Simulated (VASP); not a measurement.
Here is a VASP 6.6.1 calculation.

Contents of INCAR:

```
PREC = Accurate
ENCUT = 400
EDIFF = 1E-8
ISMEAR = -1
SIGMA = 0.03
LREAL = F
LASPH = T
NELM = 120
ALGO = Normal
ISIF = 2
LWAVE = F
LCHARG = F
LEFG = T
NBANDS = 16
GGA_COMPAT = F
```

The input KPOINTS:

```
regular mesh
0
Gamma
  10 10 10
```

The input POSCAR:

```
InSb
1.0
    0.0000000000      3.2391000000      3.2067090000
    3.2391000000      0.0000000000      3.2067090000
    3.2391000000      3.2391000000      0.0000000000
In Sb
1 1
Direct
    0.0000000000      0.0000000000      0.0000000000
    0.7500000000      0.7500000000      0.7500000000
```

Potentials or basis: VASP PAW LDA potentials, release 64 (In_d, Sb).

Run with:

```bash
$ cat potpaw_LDA.64/In_d/POTCAR potpaw_LDA.64/Sb/POTCAR > POTCAR
$ mpirun -np 1 vasp_std > vasp.out
```

**Question.** Predict the band gap on the k mesh.

**Answer.** 0.05 eV.

**Question.** Predict the pressure.

**Answer.** -0.1 GPa.

Stress tensor (GPa, compression positive):
```
-0.16  0.00  0.00
 0.00 -0.16  0.00
 0.00  0.00  0.12
```

Caveat: the cell differs from its parent crystal (zz strain of -1 %); semilocal functionals underestimate gaps, and a narrow one can read as zero; without QUAD_EFG the Cq values of the log hold for a quadrupole moment of 1 mb, not for the nuclei; spin-orbit coupling is left out, which moves the levels of the heavy elements. A k mesh can miss the band edges.
